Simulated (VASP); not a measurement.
# BaTiO3 (Amm2) in VASP: single point with r2SCAN

Aim: the single point of BaTiO3 with r2SCAN.

Program: VASP 6.6.1. These are calculated values, not measurements. Logs are shortened: lines on timing, memory, paths and dates and some standing lists are left out, and cuts for length are marked.

## 1. The cell of the first run

The structure is orthorhombic, space group Amm2 (No. 38). The conventional cell has a = 3.986 Å, b = 5.677 Å, c = 5.695 Å, α = 90.00°, β = 90.00°, γ = 90.00°. Ba (site symmetry mm2) has 12 O at 2.80 to 2.89 Å and 8 Ti at 3.44 to 3.51 Å within 3.7 Å. Within 2.6 Å of Ti (site symmetry mm2) lie 6 O at 1.95 to 2.07 Å. Within 2.6 Å of O (site symmetry mm2) lie 2 Ti at 2.00 Å. Within 2.6 Å of O (site symmetry m) lie 2 Ti at 1.95 to 2.07 Å. O (site symmetry m) has 2 Ti at 1.95 to 2.07 Å within 2.6 Å.

## 2. Single point, r2SCAN

Contents of POSCAR:

```
BaTiO3
1.0
    3.9861385300     -2.8385016300     -2.8472561000
    0.0000000000      2.8385016300     -2.8472561000
    3.9861385300      2.8385016300      2.8472561000
Ba Ti O
2 2 6
Direct
    0.0000000000      0.0000000000      0.0000000000
    0.5000000000      0.0000000000      0.5000000000
    0.9960500000      0.4921000000      0.5039500000
    0.4960500000      0.4921000000      0.0039500000
    0.7539500000      0.5079000000      0.2460500000
    0.2539500000      0.5079000000      0.7460500000
    0.9987450000      0.0062900000      0.5012550000
    0.4987450000      0.0062900000      0.0012550000
    0.7531450000      0.4974900000      0.7468550000
    0.2531450000      0.4974900000      0.2468550000
```

Contents of INCAR.step1:

```
ALGO = Normal
EDIFF = 1E-4
ENCUT = 520
GGA = PE
ISMEAR = -1
LASPH = True
LCHARG = False
LREAL = False
LWAVE = True
NBANDS = 51
NELM = 100
PREC = Accurate
SIGMA = 0.1
```

Contents of INCAR.step2:

```
ALGO = Normal
EDIFF = 1E-6
ENCUT = 520
ISIF = 2
ISMEAR = -1
ISTART = 1
LASPH = True
LCHARG = False
LMIXTAU = True
LREAL = False
LWAVE = False
METAGGA = R2SCAN
NBANDS = 51
NELM = 100
PREC = Accurate
SIGMA = 0.1
```

Contents of KPOINTS:

```
k-points
0
Gamma
  5 6 5
```

Potentials or basis: VASP PAW PBE potentials, release 64 (Ba_sv, Ti_sv, O).

Started as:

```
$ cat potpaw_PBE.64/Ba_sv/POTCAR potpaw_PBE.64/Ti_sv/POTCAR potpaw_PBE.64/O/POTCAR > POTCAR
$ cp INCAR.step1 INCAR
$ mpirun -np 1 vasp_std > vasp.out
$ cp INCAR.step2 INCAR
$ mpirun -np 1 vasp_std > vasp.out
```

OUTCAR:

```text
EDIFF = 1E-6
   ENCUT = 520
   ISIF = 2
   ISMEAR = -1
   ISTART = 1
   LASPH = True
   LREAL = False
   METAGGA = R2SCAN
   NELM = 100
   PREC = Accurate

 ion  position               nearest neighbor table
   1  0.000  0.000  0.000-   5 2.80   7 2.82   8 2.82   9 2.82  10 2.82   8 2.84   9 2.84  10 2.84
                             7 2.84   5 2.84   6 2.84   6 2.89   4 3.44   3 3.44   4 3.47   3 3.47
   2  0.500  0.000  0.500-   6 2.80   7 2.82   8 2.82   9 2.82  10 2.82   7 2.84   9 2.84  10 2.84
                             8 2.84   6 2.84   5 2.84   5 2.89   4 3.44   3 3.44   4 3.47   3 3.47
   3  0.996  0.492  0.504-   9 1.95   7 1.95   5 2.00   6 2.00   7 2.07  10 2.07   2 3.44   1 3.44
                             1 3.47   2 3.47   2 3.47   1 3.47   2 3.51   1 3.51
   4  0.496  0.492  0.004-  10 1.95   8 1.95   5 2.00   6 2.00   8 2.07   9 2.07   2 3.44   1 3.44
                             1 3.47   2 3.47   1 3.47   2 3.47   1 3.51   2 3.51
   5  0.754  0.508  0.246-   3 2.00   4 2.00   1 2.80   1 2.84   2 2.84   2 2.89
   6  0.254  0.508  0.746-   3 2.00   4 2.00   2 2.80   2 2.84   1 2.84   1 2.89
   7  0.999  0.006  0.501-   3 1.95   3 2.07   1 2.82   2 2.82   2 2.84   1 2.84
   8  0.499  0.006  0.001-   4 1.95   4 2.07   1 2.82   2 2.82   1 2.84   2 2.84
   9  0.753  0.497  0.747-   3 1.95   4 2.07   1 2.82   2 2.82   1 2.84   2 2.84
  10  0.253  0.497  0.247-   4 1.95   3 2.07   1 2.82   2 2.82   1 2.84   2 2.84

  LATTYP: Found a base centered monoclinic cell.
 ALAT       =     8.0408852255
 B/A-ratio  =     0.9914675855
 C/A-ratio  =     0.5000000000
 COS(beta)  =    -0.0030794310

  Lattice vectors:

 A1 = (  -3.9861385300,   2.8385016300,   2.8472561000)
 A2 = (   3.9861385300,   2.8385016300,   2.8472561000)
 A3 = (   0.0000000000,   2.8385016300,  -2.8472561000)

Analysis of symmetry for initial positions (statically):
=====================================================================
 Subroutine PRICEL returns following result:

  LATTYP: Found a base centered orthorhombic cell.
 ALAT       =     5.6770032600
 B/A-ratio  =     1.0030841871
 C/A-ratio  =     0.7021554062

  Lattice vectors:

 A1 = (   0.0000000000,   2.8385016300,  -2.8472561000)
 A2 = (   0.0000000000,   2.8385016300,   2.8472561000)
 A3 = (   3.9861385300,   0.0000000000,   0.0000000000)

   2 primitive cells build up your supercell.

 Routine SETGRP: Setting up the symmetry group for a
 base centered monoclinic supercell.

 Subroutine GETGRP returns: Found  2 space group operations
 (whereof  2 operations were pure point group operations)
 out of a pool of  4 trial point group operations.

The static configuration has the point symmetry C_1h.

Analysis of symmetry for dynamics (positions and initial velocities):
[... 137 lines left out ...]
   POTIM  = 0.5000    time-step for ionic-motion
   TEBEG  =    0.0;   TEEND  =   0.0 temperature during run
   PSTRESS=    0.0 pullay stress
   NELECT =      80.0000    total number of electrons
   NUPDOWN=      -1.0000    fix difference up-down
   EMIN   =  10.00;   EMAX   =-10.00  energy-range for DOS
   EFERMI =   0.00;   METHOD = LEGACY
   ISMEAR =    -1;   SIGMA  =   0.10  broadening in eV -4-tet -1-fermi 0-gaus
   EFERMI_NEDOS =   21; number of points for ismear=-14 and -15
   IALGO  =     38    algorithm
   IMIX   =      4    mixing-type and parameters
     AMIX     =   0.40;   BMIX     =  1.00
     AMIX_MAG =   1.60;   BMIX_MAG =  1.00
  volume/ion in A,a.u.               =      12.89        86.96
  Fermi-wavevector in a.u.,A,eV,Ry     =   1.396568  2.639131 26.536839  1.950403
  Thomas-Fermi vector in A             =   2.519910
   LORBIT       =      0    0 simple, 1 ext, 2 COOP (PROOUT), +10 PAW based schemes
   METAGGA = R2SCAN    functional components
   LHFCALC =     F    Hartree Fock is set to
   AEXX    =    0.0000 exact exchange contribution
   IVDW    =     0    specifies the selected vdW correction
   LEPSILON=     F    determine dielectric tensor
   LRPA    =     F    only Hartree local field effects (RPA)
 non-spin polarized calculation
  energy-cutoff  :      520.00
  volume of cell :      128.86
 maximum number of plane-waves:      3489
 NGX is ok and might be reduce to    42
   NGX = 21   NGY = 15   NGZ = 21

 number of electron      80.0000003 magnetization

 Free energy of the ion-electron system (eV)
  ---------------------------------------------------
  ext. energy  EPLUGINS =         0.00000000
  ---------------------------------------------------
  free energy    TOTEN  =      -148.47486987 eV

  energy without entropy =     -148.47486035  energy(sigma->0) =     -148.47486511

 E-fermi :   4.6372     XC(G=0): -11.8897

 val. band max:        3.4957019442   @ k =   0.0000   0.5000  -0.0000
 cond. band min:       5.6728078531   @ k =   0.0000   0.0000   0.0000
 fundamental gap:      2.1771059089
 Fermi energy:         4.6371657574

 k-point     1 :       0.0000    0.0000    0.0000
  band No.  band energies     occupation
      1     -55.3678      2.00000
      2     -55.3655      2.00000
      3     -30.5818      2.00000
      4     -30.5808      2.00000
      5     -30.5309      2.00000
      6     -30.5288      2.00000
[... 1285 lines left out ...]
     50      10.1013      0.00000
     51      10.3998      0.00000

 [... further k-points ...]
[... 5 lines left out ...]
  --------------------------------------------------------------------------------------
  -------------------------------------------------------------------------------------
  Total        0.8714346      0.2977804     -0.3100688      0.0000000      0.0035531      0.0000000
  in kB       10.8347114      3.7023596     -3.8551438      0.0000000      0.0441764      0.0000000
  external PRESSURE =       3.5606424 kB  Pullay stress =       0.0000000 kB

 VOLUME and BASIS-vectors are now :
 -----------------------------------------------------------------------------
  energy-cutoff  :      520.00
  volume of cell :      128.86
      direct lattice vectors                 reciprocal lattice vectors
     3.986138530 -2.838501630 -2.847256100     0.125434677 -0.088074637 -0.087803833
     0.000000000  2.838501630 -2.847256100     0.000000000  0.176149274 -0.175607667
     3.986138530  2.838501630  2.847256100     0.125434677  0.088074637  0.087803833

 POSITION                                       TOTAL-FORCE (eV/Angst)
 -----------------------------------------------------------------------------------
      0.00000      0.00000      0.00000         0.000000      0.000532      0.091619
      3.98614      0.00000      0.00000         0.000000      0.000532      0.091619
      5.97921      0.00000     -2.80227         0.000000     -0.000518      0.164308
      1.99307      0.00000     -2.80227         0.000000     -0.000518      0.164308
      3.98614     -0.00000     -2.89224         0.000000     -0.000362      0.128871
      3.98614      2.83850     -0.04499         0.000000     -0.000362      0.128871
      5.97921     -1.39427     -1.43439         0.000000      0.010301     -0.192388
      1.99307     -1.39427     -1.43439         0.000000      0.010301     -0.192388
      5.97921      1.39427     -1.43439         0.000000     -0.009953     -0.192409
      1.99307      1.39427     -1.43439         0.000000     -0.009953     -0.192409
 -----------------------------------------------------------------------------------
    total drift:                                0.000004      0.000761      0.015575

  FREE ENERGIE OF THE ION-ELECTRON SYSTEM (eV)
  ---------------------------------------------------
  free  energy   TOTEN  =      -148.4748698656 eV

  energy  without entropy=     -148.4748603462  energy(sigma->0) =     -148.47486511
```

OUTCAR.step1:

```text
EDIFF = 1E-4
   ENCUT = 520
   GGA = PE
   ISMEAR = -1
   LASPH = True
   LREAL = False
[... 1568 lines left out ...]
      1.99307     -1.39427     -1.43439         0.000000      0.000048     -0.184671
      5.97921      1.39427     -1.43439         0.000000     -0.001062     -0.184561
      1.99307      1.39427     -1.43439         0.000000     -0.001062     -0.184561
 -----------------------------------------------------------------------------------
    total drift:                                0.000004     -0.001806      0.001428

  FREE ENERGIE OF THE ION-ELECTRON SYSTEM (eV)
  ---------------------------------------------------
  free  energy   TOTEN  =       -79.9533077939 eV

  energy  without entropy=      -79.9532514374  energy(sigma->0) =      -79.95327962
```

It took 11 min on 1 thread of Intel Xeon Platinum 8488C (Sapphire Rapids), shared host; peak memory 0.41 GiB.

Results:

* Free energy: -148.4749 eV
* Pressure: 0.4 GPa
* Largest force: 0.193 eV/Å
* Band gap on the k mesh: 2.18 eV

Forces in eV/Å, atoms in the order of the input:
```
Ba   0.000  0.001  0.092
Ba   0.000  0.001  0.092
Ti   0.000 -0.001  0.164
Ti   0.000 -0.001  0.164
O    0.000  0.000  0.129
O    0.000  0.000  0.129
O    0.000  0.010 -0.192
O    0.000  0.010 -0.192
O    0.000 -0.010 -0.192
O    0.000 -0.010 -0.192
```

Levels at points of the mesh, in eV from the valence-band top:
```
           k point  band 38  band 39  band 40  band 41  band 42  band 43
(0.00, 0.00, 0.00)    -0.22    -0.19    -0.09     2.18     2.20     2.27
(0.00, 0.50, 0.00)    -0.03     0.00     0.00     2.36     3.84     3.85
```

Caveat: the PAW data sets were made with another functional, which shifts forces and pressure a little; spin-orbit coupling is left out, which moves the levels of the heavy elements.
